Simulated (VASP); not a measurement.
# CuO in VASP: single point with PBE

Aim: the single point of CuO with PBE.

Program: VASP 6.6.1. These are calculated values, not measurements. Logs are shortened: lines on timing, memory, paths and dates and some standing lists are left out, and cuts for length are marked.

## (1) The cell of the first run

The typed cell holds 4 atoms: a = 4.164 Å, b = 2.948 Å, c = 5.937 Å, α = 60.22°, β = 69.46°, γ = 45.07°.

## (2) Single point, PBE

Contents of INCAR:

```
SYSTEM = CuO
PREC = Accurate
ENCUT = 520
EDIFF = 1E-6
ISMEAR = -1
SIGMA = 0.05
LREAL = .FALSE.
LASPH = .TRUE.
NELM = 100
ALGO = Normal
ISIF = 2
LWAVE = .FALSE.
LCHARG = .FALSE.
GGA = PE
NBANDS = 25
```

Contents of KPOINTS:

```
Automatic mesh
0
G
  10 10 5
  0 0 0
```

Contents of POSCAR:

```
CuO
1.0
   -0.0814257117     -2.9237262971     -2.9635612266
   -1.5479615316     -0.4134841566     -2.4751383851
    2.0161578154      2.1862097250     -5.1381434206
Cu O
2 2
Direct
    0.5000049231      0.5000144017      0.4999997829
    0.9999869804      1.0000057185      0.0000002226
    0.9999603779      0.7500314094      0.7499857703
    0.0000477186      0.2499484804      0.2500142142
```

Potentials or basis: VASP PAW PBE potentials, release 64 (Cu, O).

Command:

```console
cat potpaw_PBE.64/Cu/POTCAR potpaw_PBE.64/O/POTCAR > POTCAR
mpirun -np 1 vasp_std > vasp.out
```

OUTCAR:

```text
SYSTEM = CuO
   PREC = Accurate
   ENCUT = 520
   EDIFF = 1E-6
   ISMEAR = -1
   LREAL = .FALSE.
   LASPH = .TRUE.
   NELM = 100
   ISIF = 2
   GGA = PE

 ion  position               nearest neighbor table
   1  0.500  0.500  0.500-   4 1.96   3 1.96   3 1.96   4 1.96
   2  1.000  0.000  0.000-   3 1.96   4 1.96   4 1.96   3 1.96
   3  1.000  0.750  0.750-   1 1.96   1 1.96   2 1.96   2 1.96
   4  0.000  0.250  0.250-   1 1.96   1 1.96   2 1.96   2 1.96

  LATTYP: Found a triclinic cell.
 ALAT       =     2.9479823248
 B/A-ratio  =     1.0001647788
 C/A-ratio  =     1.7479601213
 COS(alpha) =     0.0000490934
 COS(beta)  =     0.0001132290
 COS(gamma) =     0.0026784942

  Lattice vectors:

 A1 = (  -1.4665358199,   2.5102421405,   0.4884228415)
 A2 = (  -1.5479615316,  -0.4134841566,  -2.4751383851)
 A3 = (  -3.5641193470,  -2.5996938816,   2.6630050355)

Analysis of symmetry for initial positions (statically):
=====================================================================
 Subroutine PRICEL returns:
 Original cell was already a primitive cell.

 Routine SETGRP: Setting up the symmetry group for a
 triclinic supercell.

 Subroutine GETGRP returns: Found  1 space group operations
 (whereof  1 operations were pure point group operations)
 out of a pool of  2 trial point group operations.

The static configuration has the point symmetry C_1 .

Analysis of symmetry for dynamics (positions and initial velocities):
=====================================================================
 Subroutine PRICEL returns:
 Original cell was already a primitive cell.

 Routine SETGRP: Setting up the symmetry group for a
 triclinic supercell.

 Subroutine GETGRP returns: Found  1 space group operations
 (whereof  1 operations were pure point group operations)
 out of a pool of  2 trial point group operations.

The dynamic configuration has the point symmetry C_1 .

 Subroutine INISYM returns: Found  1 space group operations
 (whereof  1 operations are pure point group operations),
 and found     1 'primitive' translations

----------------------------------------------------------------------------------------

                                     Primitive cell

  volume of cell :      44.7895

  direct lattice vectors                    reciprocal lattice vectors
    -0.081425712 -2.923726297 -2.963561227     0.168247330 -0.288994522 -0.056944589
    -1.547961532 -0.413484157 -2.475138385    -0.480056598  0.142742946 -0.127634399
     2.016157815  2.186209725 -5.138143421     0.134210978  0.097923388 -0.100294675

  length of vectors
     4.163832459  2.948468090  5.936743477     0.339216279  0.516836943  0.194063387

  position of ions in fractional coordinates (direct lattice)
     0.500004923  0.500014402  0.499999783
     0.999986980  0.000005718  0.000000223
     0.999960378  0.750031409  0.749985770
     0.000047719  0.249948480  0.250014214

  ion indices of the primitive-cell ions
   primitive index   ion index
                 1           1
                 2           2
                 3           3
                 4           4

----------------------------------------------------------------------------------------

 KPOINTS: Automatic mesh

Automatic generation of k-mesh.
 Grid dimensions read from file:
 generate k-points for:   10   10    5

 Generating k-lattice:

  Cartesian coordinates                     Fractional coordinates (reciprocal lattice)
     0.016824733 -0.028899452 -0.005694459     0.100000000 -0.000000000 -0.000000000
    -0.048005660  0.014274295 -0.012763440     0.000000000  0.100000000  0.000000000
     0.026842196  0.019584678 -0.020058935     0.000000000  0.000000000  0.200000000

  Length of vectors
     0.033921628  0.051683694  0.038812677

  Shift w.r.t. Gamma in fractional coordinates (k-lattice)
     0.000000000  0.000000000  0.000000000

 Subroutine IBZKPT returns following result:
 ===========================================

 Found    252 irreducible k-points:

 Following reciprocal coordinates:
            Coordinates               Weight
  0.000000  0.000000  0.000000      1.000000
  0.100000  0.000000 -0.000000      2.000000
  0.200000  0.000000 -0.000000      2.000000
  0.300000  0.000000 -0.000000      2.000000
  0.400000 -0.000000 -0.000000      2.000000
  0.500000  0.000000 -0.000000      1.000000
[... 16 lines left out ...]
 -0.400000  0.200000  0.000000      2.000000
 -0.300000  0.200000  0.000000      2.000000
 [... further k-points ...]
   k-points           NKPTS =    252   k-points in BZ     NKDIM =    252   number of bands    NBANDS=     25
   number of dos      NEDOS =    301   number of ions     NIONS =      4
   total plane-waves  NPLWV =  36864
   dimension x,y,z NGX =    32 NGY =   24 NGZ =   48
   dimension x,y,z NGXF=    64 NGYF=   48 NGZF=   96
   ions per type =               2   2
   NGX,Y,Z   is equivalent  to a cutoff of  12.78, 13.53, 13.44 a.u.
   NGXF,Y,Z  is equivalent  to a cutoff of  25.55, 27.06, 26.88 a.u.
 SYSTEM =  CuO
   PREC   = accura    normal or accurate (medium, high low for compatibility)
   ISTART =      0    job   : 0-new  1-cont  2-samecut
   ICHARG =      2    charge: 1-file 2-atom 10-const
   ISPIN  =      1    spin polarized calculation?
   LNONCOLLINEAR =      F non collinear calculations
   LSORBIT =      F    spin-orbit coupling
   LASPH  =      T    aspherical Exc in radial PAW
   ENCUT  =  520.0 eV  38.22 Ry    6.18 a.u.   7.74  5.48 11.04*2*pi/ulx,y,z
   NELM   =    100;   NELMIN=  2; NELMDL= -5     # of ELM steps
   EDIFF  = 0.1E-05   stopping-criterion for ELM
   LREAL  =      F    real-space projection
   EDIFFG = 0.1E-04   stopping-criterion for IOM
   NSW    =      0    number of steps for IOM
   IBRION =     -1    ionic relax: 0-MD 1-quasi-New 2-CG
   NFREE  =      0    steps in history (QN), initial steepest desc. (CG)
   ISIF   =      2    stress and relaxation
   ISYM   =      2    0-nonsym 1-usesym 2-fastsym
   POTIM  = 0.5000    time-step for ionic-motion
   TEBEG  =    0.0;   TEEND  =   0.0 temperature during run
   PSTRESS=    0.0 pullay stress
   NELECT =      34.0000    total number of electrons
   NUPDOWN=      -1.0000    fix difference up-down
   EMIN   =  10.00;   EMAX   =-10.00  energy-range for DOS
   EFERMI =   0.00;   METHOD = LEGACY
   ISMEAR =    -1;   SIGMA  =   0.05  broadening in eV -4-tet -1-fermi 0-gaus
   EFERMI_NEDOS =   21; number of points for ismear=-14 and -15
   IALGO  =     38    algorithm
   IMIX   =      4    mixing-type and parameters
     AMIX     =   0.40;   BMIX     =  1.00
     AMIX_MAG =   1.60;   BMIX_MAG =  1.00
  volume/ion in A,a.u.               =      11.20        75.56
  Fermi-wavevector in a.u.,A,eV,Ry     =   1.493399  2.822114 30.344251  2.230240
  Thomas-Fermi vector in A             =   2.605804
   LORBIT       =      0    0 simple, 1 ext, 2 COOP (PROOUT), +10 PAW based schemes
   GGA     = PE    functional components
[... 5 lines left out ...]
 non-spin polarized calculation
  energy-cutoff  :      520.00
  volume of cell :       44.79
 maximum number of plane-waves:      1231
   NGX = 15   NGY = 11   NGZ = 23

 number of electron      34.0000005 magnetization

 Free energy of the ion-electron system (eV)
  ---------------------------------------------------
  ext. energy  EPLUGINS =         0.00000000
  ---------------------------------------------------
  free energy    TOTEN  =       -19.73951490 eV

  energy without entropy =      -19.72066084  energy(sigma->0) =      -19.73008787

 E-fermi :   4.7693     XC(G=0): -11.2573

 val. band max:        4.7055724585   @ k =  -0.4000   0.5000   0.4000
 cond. band min:       4.7966917780   @ k =   0.3000   0.3000   0.4000
 fundamental gap:      0.0911193195
 Fermi energy:         4.7693393867

 k-point     1 :       0.0000    0.0000    0.0000
  band No.  band energies     occupation
      1     -14.9454      2.00000
      2     -13.6537      2.00000
      3      -3.2332      2.00000
      4      -0.5993      2.00000
      5      -0.5935      2.00000
      6       1.0866      2.00000
[... 17 lines left out ...]
     24      19.1838      0.00000
     25      19.4844      0.00000

 k-point     2 :       0.1000    0.0000   -0.0000
  band No.  band energies     occupation
      1     -14.8950      2.00000
      2     -13.6384      2.00000
      3      -3.1430      2.00000
      4      -0.6426      2.00000
      5      -0.5695      2.00000
      6       0.5363      2.00000
[... 17 lines left out ...]
     24      19.3365      0.00000
     25      19.5374      0.00000

 k-point     3 :       0.2000    0.0000   -0.0000
  band No.  band energies     occupation
      1     -14.7586      2.00000
      2     -13.5982      2.00000
      3      -2.8971      2.00000
      4      -0.7312      2.00000
      5      -0.5005      2.00000
      6      -0.4236      2.00000
[... 17 lines left out ...]
     24      19.4756      0.00000
     25      19.6223      0.00000

 k-point     4 :       0.3000    0.0000   -0.0000
  band No.  band energies     occupation
      1     -14.5812      2.00000
      2     -13.5478      2.00000
      3      -2.5707      2.00000
      4      -1.3378      2.00000
      5      -0.7792      2.00000
      6      -0.4122      2.00000
[... 17 lines left out ...]
     24      18.8847      0.00000
     25      19.5829      0.00000
[... 477 lines left out ...]
 k-point    22 :       0.5000    0.2000   -0.0000
  band No.  band energies     occupation
      1     -14.3306      2.00000
      2     -13.5995      2.00000
      3      -2.0163      2.00000
      4      -1.2168      2.00000
      5      -0.7470      2.00000
      6      -0.4989      2.00000
[... 17 lines left out ...]
     24      16.9073      0.00000
     25      19.1479      0.00000

 k-point    23 :      -0.4000    0.2000    0.0000
  band No.  band energies     occupation
      1     -14.1959      2.00000
      2     -13.5460      2.00000
      3      -1.7868      2.00000
      4      -1.7180      2.00000
      5      -0.7714      2.00000
      6      -0.5166      2.00000
[... 17 lines left out ...]
     24      17.2846      0.00000
     25      18.9093      0.00000

 k-point    24 :      -0.3000    0.2000    0.0000
  band No.  band energies     occupation
      1     -14.1438      2.00000
      2     -13.5246      2.00000
      3      -1.9526      2.00000
      4      -1.6450      2.00000
      5      -0.7313      2.00000
      6      -0.5700      2.00000
[... 17 lines left out ...]
     24      17.4555      0.00000
     25      18.9422      0.00000

 [... further k-points ...]

------------------------ aborting loop because EDIFF is reached ----------------------------------------

  FORCE on cell =-STRESS in cart. coord.  units (eV):
  Direction    XX          YY          ZZ          XY          YZ          ZX
  --------------------------------------------------------------------------------------
  -------------------------------------------------------------------------------------
  Total        0.2044195      0.1877154      0.1880423      0.0355315     -0.0216908     -0.0368315
  in kB        7.3123478      6.7148203      6.7265141      1.2710060     -0.7759072     -1.3175080
  external PRESSURE =       6.9178941 kB  Pullay stress =       0.0000000 kB

 VOLUME and BASIS-vectors are now :
 -----------------------------------------------------------------------------
  energy-cutoff  :      520.00
  volume of cell :       44.79
      direct lattice vectors                 reciprocal lattice vectors
    -0.081425712 -2.923726297 -2.963561227     0.168247330 -0.288994522 -0.056944589
    -1.547961532 -0.413484157 -2.475138385    -0.480056598  0.142742946 -0.127634399
     2.016157815  2.186209725 -5.138143421     0.134210978  0.097923388 -0.100294675

 POSITION                                       TOTAL-FORCE (eV/Angst)
 -----------------------------------------------------------------------------------
      0.19336     -0.57552     -5.28847         0.000169      0.000109      0.000293
     -0.08143     -2.92369     -2.96354         0.000074     -0.000218     -0.000098
      0.26965     -1.59411     -8.67341         0.000692      0.000611     -0.000672
      0.11715      0.44309     -1.90341        -0.000936     -0.000501      0.000477
 -----------------------------------------------------------------------------------
    total drift:                               -0.000016     -0.000011      0.000008

  FREE ENERGIE OF THE ION-ELECTRON SYSTEM (eV)
  ---------------------------------------------------
  free  energy   TOTEN  =       -19.7395149019 eV

  energy  without entropy=      -19.7206608421  energy(sigma->0) =      -19.73008787
```

It took 4.2 min on 1 thread of Intel Xeon Platinum 8124M at 3.00GHz (Skylake/Cascade Lake), shared host; peak memory 0.36 GiB.

What came out:

```
Free energy            : -19.7395 eV
Pressure               : 0.7 GPa
Band gap on the k mesh : zero (bands 17 and 18 overlap by 1.18 eV)
```

Levels at points of the mesh, in eV from the Fermi level:
```
           k point  band 13  band 14  band 15  band 16  band 17  band 18  band 19  band 20  band 21  band 22
(0.00, 0.00, 0.00)    -2.38    -2.37    -2.28    -1.89     0.66     0.67     1.38     6.08     7.25    13.15
(0.50, 0.00, 0.00)    -2.28    -1.88    -1.57    -1.49     0.21     0.46     3.74     5.82     6.41    10.88
(0.00, 0.50, 0.00)    -1.89    -1.89    -1.42    -1.42    -0.52    -0.52     4.01     4.01    10.37    10.37
(0.50, 0.50, 0.00)    -2.37    -2.34    -2.02    -1.82    -0.19     0.66     4.33     5.84     8.25     8.62
```

Caveat: semilocal functionals often make such compounds metallic where correlation or magnetic order opens a gap, which also shifts bond lengths. With open d or f shells a metallic result of PBE can be an artefact of self-interaction; +U or a hybrid may open a gap.

The gap in the log of VASP goes by the Fermi energy; the results here count the filled bands.